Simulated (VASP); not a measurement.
# ZrTi5C6 (P4/mmm) in VASP: a series of runs

Runs on ZrTi5C6. Level: PBE. Tasks: single point.

Everything below comes from runs of VASP 6.6.1. Logs are shortened: lines on timing, memory, paths and dates and some standing lists are left out, and cuts for length are marked.

**1. The cell of the first run**

Symmetry: P4/mmm, No. 123, tetragonal system. The conventional cell has a = 3.123 Å, b = 3.123 Å, c = 13.189 Å, α = 90.00°, β = 90.00°, γ = 90.00°. Within 2.9 Å of Zr (site symmetry 4/mmm) lie 6 C at 2.21 to 2.32 Å. Ti (site symmetry 4mm) has 6 C at 2.13 to 2.21 Å within 2.8 Å. Ti (site symmetry 4mm) has 6 C at 2.13 to 2.31 Å within 2.8 Å. Within 2.8 Å of Ti (site symmetry 4/mmm) lie 6 C at 2.15 to 2.21 Å. Within 2.8 Å of C (site symmetry 4mm) lie 5 Ti at 2.13 to 2.21 Å and 1 Zr at 2.32 Å. Within 2.9 Å of C (site symmetry 4/mmm) lie 4 Zr at 2.21 Å and 2 Ti at 2.31 Å. C (site symmetry 4mm) has 6 Ti at 2.13 to 2.21 Å within 2.8 Å. Within 2.8 Å of C (site symmetry 4/mmm) lie 6 Ti at 2.14 to 2.21 Å.

**2. Single point, PBE, collinear spin**

INCAR

```
ALGO     = Normal         # electronic algorithm
EDIFF    = 1E-6           # SCF threshold, eV
ENCUT    = 520            # plane-wave cutoff, eV
GGA      = PE             # functional
ISIF     = 2              # what is computed and relaxed
ISMEAR   = 0              # smearing method
ISPIN    = 2              # spin polarisation
LASPH    = T              # aspherical terms in the spheres
LCHARG   = F              # write CHGCAR
LMAXMIX  = 4              # l up to which the mixer works
LORBIT   = 11             # projections on sites
LREAL    = F              # projectors in reciprocal space
LWAVE    = F              # write WAVECAR
MAGMOM   = 1 1 1 1 1 1 0 0 0 0 0 0 # initial moments
NBANDS   = 64             # bands
NELM     = 150            # most SCF steps
PREC     = Accurate       # precision mode
SIGMA    = 0.1            # smearing width, eV
```

KPOINTS

```
k-points
0
Gamma
  6 6 2
```

POSCAR

```
ZrTi5C6
1.0
    3.1225423005      0.0000000000      0.0000000000
    0.0000000000      3.1225423005      0.0000000000
    0.0000000000      0.0000000000     13.1893362142
Zr Ti C
1 5 6
Direct
    0.0000000000      0.0000000000      0.0000000000
    0.0000000000      0.0000000000      0.6624903290
    0.5000000000      0.5000000000      0.8247238989
    0.5000000000      0.5000000000      0.1752761011
    0.0000000000      0.0000000000      0.3375096710
    0.5000000000      0.5000000000      0.5000000000
    0.0000000000      0.0000000000      0.8242997451
    0.5000000000      0.5000000000      0.0000000000
    0.0000000000      0.0000000000      0.1757002549
    0.5000000000      0.5000000000      0.3367821933
    0.0000000000      0.0000000000      0.5000000000
    0.5000000000      0.5000000000      0.6632178067
```

Potentials or basis: VASP PAW PBE potentials, release 64 (Zr_sv, Ti_sv, C).

Command:

```bash
cat potpaw_PBE.64/Zr_sv/POTCAR potpaw_PBE.64/Ti_sv/POTCAR potpaw_PBE.64/C/POTCAR > POTCAR
mpirun -np 1 vasp_std > vasp.out
```

OUTCAR:

```text
EDIFF = 1E-6
   ENCUT = 520
   GGA = PE
   ISIF = 2
   ISMEAR = 0
   ISPIN = 2
   LASPH = T
   LORBIT = 11
   LREAL = F
   NELM = 150
   PREC = Accurate

 ion  position               nearest neighbor table
   1  0.000  0.000  0.000-   8 2.21   8 2.21   8 2.21   8 2.21   9 2.32   7 2.32   4 3.20   4 3.20
                             3 3.20   4 3.20   3 3.20   3 3.20   4 3.20   3 3.20
   2  0.000  0.000  0.662-   7 2.13  11 2.14  12 2.21  12 2.21  12 2.21  12 2.21
   3  0.500  0.500  0.825-  12 2.13   7 2.21   7 2.21   7 2.21   7 2.21   8 2.31   1 3.20   1 3.20
                             1 3.20   1 3.20
   4  0.500  0.500  0.175-  10 2.13   9 2.21   9 2.21   9 2.21   9 2.21   8 2.31   1 3.20   1 3.20
                             1 3.20   1 3.20
   5  0.000  0.000  0.338-   9 2.13  11 2.14  10 2.21  10 2.21  10 2.21  10 2.21
   6  0.500  0.500  0.500-  10 2.15  12 2.15  11 2.21  11 2.21  11 2.21  11 2.21
   7  0.000  0.000  0.824-   2 2.13   3 2.21   3 2.21   3 2.21   3 2.21   1 2.32
   8  0.500  0.500  0.000-   1 2.21   1 2.21   1 2.21   1 2.21   4 2.31   3 2.31
   9  0.000  0.000  0.176-   5 2.13   4 2.21   4 2.21   4 2.21   4 2.21   1 2.32
  10  0.500  0.500  0.337-   4 2.13   6 2.15   5 2.21   5 2.21   5 2.21   5 2.21
  11  0.000  0.000  0.500-   2 2.14   5 2.14   6 2.21   6 2.21   6 2.21   6 2.21
  12  0.500  0.500  0.663-   3 2.13   6 2.15   2 2.21   2 2.21   2 2.21   2 2.21

  LATTYP: Found a simple tetragonal cell.
 ALAT       =     3.1225423005
 C/A-ratio  =     4.2239095407

  Lattice vectors:

 A1 = (   3.1225423005,   0.0000000000,   0.0000000000)
 A2 = (   0.0000000000,   3.1225423005,   0.0000000000)
 A3 = (   0.0000000000,   0.0000000000,  13.1893362142)

Analysis of symmetry for initial positions (statically):
=====================================================================
 Subroutine PRICEL returns:
 Original cell was already a primitive cell.

 Routine SETGRP: Setting up the symmetry group for a
 simple tetragonal supercell.

 Subroutine GETGRP returns: Found 16 space group operations
 (whereof 16 operations were pure point group operations)
 out of a pool of 16 trial point group operations.

The static configuration has the point symmetry D_4h.

Analysis of symmetry for dynamics (positions and initial velocities):
=====================================================================
 Subroutine PRICEL returns:
 Original cell was already a primitive cell.

 Routine SETGRP: Setting up the symmetry group for a
 simple tetragonal supercell.

[... 190 lines left out ...]

 k-point     1 :       0.0000    0.0000    0.0000
  band No.  band energies     occupation
      1     -47.3540      1.00000
      2     -47.3527      1.00000
      3     -47.3053      1.00000
      4     -47.2644      1.00000
      5     -47.2416      1.00000
      6     -38.2434      1.00000
[... 1249 lines left out ...]
     59      12.5929      0.00000
     60      12.6290      0.00000
 Fermi energy:         9.2760728217

 spin component 2

 k-point     1 :       0.0000    0.0000    0.0000
  band No.  band energies     occupation
      1     -47.3540      1.00000
      2     -47.3527      1.00000
      3     -47.3053      1.00000
      4     -47.2644      1.00000
      5     -47.2416      1.00000
      6     -38.2434      1.00000
[... 1249 lines left out ...]
     59      12.5930      0.00000
     60      12.6291      0.00000
 [bands above 60 left out]

------------------------ aborting loop because EDIFF is reached ----------------------------------------

  FORCE on cell =-STRESS in cart. coord.  units (eV):
  Direction    XX          YY          ZZ          XY          YZ          ZX
  --------------------------------------------------------------------------------------
  -------------------------------------------------------------------------------------
  Total        0.2329546      0.2329546      0.1610026      0.0000000     -0.0000000     -0.0000000
  in kB        2.9022994      2.9022994      2.0058750      0.0000000     -0.0000000     -0.0000000
  external PRESSURE =       2.6034913 kB  Pullay stress =       0.0000000 kB

 VOLUME and BASIS-vectors are now :
 -----------------------------------------------------------------------------
  energy-cutoff  :      520.00
  volume of cell :      128.60
      direct lattice vectors                 reciprocal lattice vectors
     3.122542301  0.000000000  0.000000000     0.320251867  0.000000000  0.000000000
     0.000000000  3.122542301  0.000000000     0.000000000  0.320251867  0.000000000
     0.000000000  0.000000000 13.189336214     0.000000000  0.000000000  0.075818827

 POSITION                                       TOTAL-FORCE (eV/Angst)
 -----------------------------------------------------------------------------------
      0.00000      0.00000      0.00000        -0.000000     -0.000000      0.000000
      0.00000      0.00000      8.73781        -0.000000     -0.000000     -0.006229
      1.56127      1.56127     10.87756        -0.000000     -0.000000      0.009581
      1.56127      1.56127      2.31178        -0.000000     -0.000000     -0.009581
      0.00000      0.00000      4.45153         0.000000     -0.000000      0.006229
      1.56127      1.56127      6.59467        -0.000000     -0.000000      0.000000
      0.00000      0.00000     10.87197        -0.000000     -0.000000     -0.000958
      1.56127      1.56127      0.00000        -0.000000     -0.000000      0.000000
      0.00000      0.00000      2.31737        -0.000000     -0.000000      0.000958
      1.56127      1.56127      4.44193         0.000000      0.000000     -0.005134
      0.00000      0.00000      6.59467        -0.000000     -0.000000      0.000000
      1.56127      1.56127      8.74740        -0.000000     -0.000000      0.005134
 -----------------------------------------------------------------------------------
    total drift:                                0.000000     -0.000000      0.000000

  FREE ENERGIE OF THE ION-ELECTRON SYSTEM (eV)
  ---------------------------------------------------
  free  energy   TOTEN  =      -112.4353219767 eV

  energy  without entropy=     -112.4299239105  energy(sigma->0) =     -112.43262294

 total charge

# of ion       s       p       d       tot
------------------------------------------
    1        2.202   6.074   1.813  10.090
    2        2.193   6.234   1.922  10.348
    3        2.188   6.221   1.906  10.315
    4        2.188   6.221   1.906  10.315
    5        2.193   6.234   1.922  10.348
    6        2.192   6.232   1.916  10.340
    7        0.892   1.485   0.000   2.377
    8        0.907   1.524   0.000   2.431
    9        0.892   1.485   0.000   2.377
   10        0.892   1.492   0.000   2.384
   11        0.893   1.489   0.000   2.382
   12        0.892   1.492   0.000   2.384
--------------------------------------------------
tot         18.524  46.185  11.385  76.094

 magnetization (x)

# of ion       s       p       d       tot
------------------------------------------
    1        0.000   0.000   0.000   0.000
    2       -0.000  -0.000   0.000   0.000
    3       -0.000   0.000   0.000   0.000
    4       -0.000   0.000   0.000   0.000
    5       -0.000  -0.000   0.000   0.000
    6        0.000  -0.000   0.000   0.000
    7       -0.000  -0.000   0.000  -0.000
    8       -0.000  -0.000   0.000  -0.000
    9       -0.000  -0.000   0.000  -0.000
   10       -0.000  -0.000   0.000  -0.000
   11       -0.000  -0.000   0.000  -0.000
   12       -0.000  -0.000   0.000  -0.000
--------------------------------------------------
tot         -0.000  -0.000   0.000  -0.000
```

stdout:

```text
POSCAR found type information on POSCAR ZrTiC
 POSCAR found :  3 types and      12 ions
 scaLAPACK will be used
 LDA part: xc-table for (Slater+PW92), standard interpolation
 POSCAR, INCAR and KPOINTS ok, starting setup
 FFT: planning ... GRIDC
 FFT: planning ... GRID_SOFT
 FFT: planning ... GRID
 WAVECAR not read
 entering main loop
```

Wall time 13 min (1 thread of Intel Xeon 8259CL, shared host); peak memory 0.42 GiB.

What came out:

```
Free energy                                           : -112.4353 eV
Pressure                                              : 0.3 GPa
Largest force                                         : 0.010 eV/Å
Band gap on the k mesh                                : zero (filled and empty bands overlap)
Net moment                                            : 0.00 μB per cell
Valence electrons inside the program's atomic spheres : Zr 10.09; Ti 10.35, 10.31, 10.34 (each value once); C 2.38, 2.43 (each value once)
```

Forces in eV/Å, atoms in the order of the input:
```
Zr   0.000  0.000  0.000
Ti   0.000  0.000 -0.006
Ti   0.000  0.000  0.010
Ti   0.000  0.000 -0.010
Ti   0.000  0.000  0.006
Ti   0.000  0.000  0.000
C    0.000  0.000 -0.001
C    0.000  0.000  0.000
C    0.000  0.000  0.001
C    0.000  0.000 -0.005
C    0.000  0.000  0.000
C    0.000  0.000  0.005
```

Stress tensor (GPa, compression positive):
```
0.29 0.00 0.00
0.00 0.29 0.00
0.00 0.00 0.20
```

[end of part 1 of 2]
